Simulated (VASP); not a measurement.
Set up this calculation in VASP 6.6.1, as the native input.

- Task: single point
- Functional: r2SCAN
- Potentials or basis: VASP PAW PBE potentials, release 64 (Mg, O)
- Cutoff: 520 eV
- k mesh: 12 × 12 × 2
- Occupations: gaussian, width 0.02 eV
- Spin: no spin polarisation
- Dipole correction: no
- Further INCAR settings: ALGO = Normal; EDIFF = 1e-07; NBANDS = 36

Crystal: MgO.

```xyz
12
Lattice="3.2394 0.0000 0.0000 -1.6197 2.8054 0.0000 0.0000 0.0000 15.6779" Properties=species:S:1:pos:R:3 pbc="T T T"
Mg    0.0000    0.0000   -0.0007
Mg    0.0000    1.8703    2.5924
Mg    1.6197    0.9351    5.2191
Mg    0.0000    0.0000    7.8382
Mg    1.6197    0.9351   10.4313
Mg    0.0000    1.8703   13.0580
O     0.0000    0.0000    1.9667
O     0.0000    1.8703    4.5767
O     1.6197    0.9351    7.2029
O     0.0000    0.0000    9.8056
O     1.6197    0.9351   12.4157
O     0.0000    1.8703   15.0418
```

These files were run (other wordings do the same):

POSCAR

```
MgO
1.0
    3.2394106189      0.0000000000      0.0000000000
   -1.6197053095      2.8054118893      0.0000000000
    0.0000000000      0.0000000000     15.6778661182
Mg O
6 6
Direct
    0.0000000000      0.0000000000     -0.0000472470
    0.3333333333      0.6666666667      0.1653532781
    0.6666666667      0.3333333333      0.3328964811
    0.0000000000      0.0000000000      0.4999527530
    0.6666666667      0.3333333333      0.6653532781
    0.3333333333      0.6666666667      0.8328964811
    0.0000000000      0.0000000000      0.1254423935
    0.3333333333      0.6666666667      0.2919231198
    0.6666666667      0.3333333333      0.4594319745
    0.0000000000      0.0000000000      0.6254423935
    0.6666666667      0.3333333333      0.7919231198
    0.3333333333      0.6666666667      0.9594319745
```

INCAR.step1

```
SYSTEM = MgO
PREC     = Accurate       ! precision mode
ENCUT    = 520            ! plane-wave cutoff, eV
ISMEAR   = 0              ! smearing method
SIGMA    = 0.02           ! smearing width, eV
LREAL    = .False.        ! projectors in reciprocal space
LASPH    = .True.         ! aspherical terms in the spheres
NELM     = 80             ! most SCF steps
NBANDS   = 36             ! bands
GGA      = PE             ! functional
ALGO     = Normal         ! electronic algorithm
EDIFF    = 1E-4           ! SCF threshold, eV
LWAVE    = .True.         ! write WAVECAR
LCHARG   = .False.        ! write CHGCAR
```

INCAR.step2

```
SYSTEM = MgO
PREC     = Accurate       ! precision mode
ENCUT    = 520            ! plane-wave cutoff, eV
EDIFF    = 1E-7           ! SCF threshold, eV
ISMEAR   = 0              ! smearing method
SIGMA    = 0.02           ! smearing width, eV
LREAL    = .False.        ! projectors in reciprocal space
LASPH    = .True.         ! aspherical terms in the spheres
NELM     = 80             ! most SCF steps
ALGO     = Normal         ! electronic algorithm
ISIF     = 2              ! what is computed and relaxed
LWAVE    = .False.        ! write WAVECAR
LCHARG   = .True.         ! write CHGCAR
METAGGA  = R2SCAN         ! meta-GGA
LMIXTAU  = .True.       
LELF     = .True.         ! ELF
LVHAR    = .True.       
NBANDS   = 36             ! bands
ISTART   = 1
```

KPOINTS

```
Automatic mesh
0
Gamma
  12 12 2
  0 0 0
```

Potentials or basis: VASP PAW PBE potentials, release 64 (Mg, O).

Command:

```console
$ cat potpaw_PBE.64/Mg/POTCAR potpaw_PBE.64/O/POTCAR > POTCAR
$ cp INCAR.step1 INCAR
$ mpirun -np 1 vasp_std > vasp.out
$ cp INCAR.step2 INCAR
$ mpirun -np 1 vasp_std > vasp.out
```

Results of the run:

| Item | Value |
| --- | --- |
| Pressure | -0.6 GPa |
| Largest force | 0.006 eV/Å |
| Band gap on the k mesh | 4.30 eV |

Caveat: the PAW data sets were made with another functional, which shifts forces and pressure a little.

Wall time 22 min on 1 thread of Oxide Virtual Turin-like Processor, with other jobs on the host, peak memory 0.32 GiB.
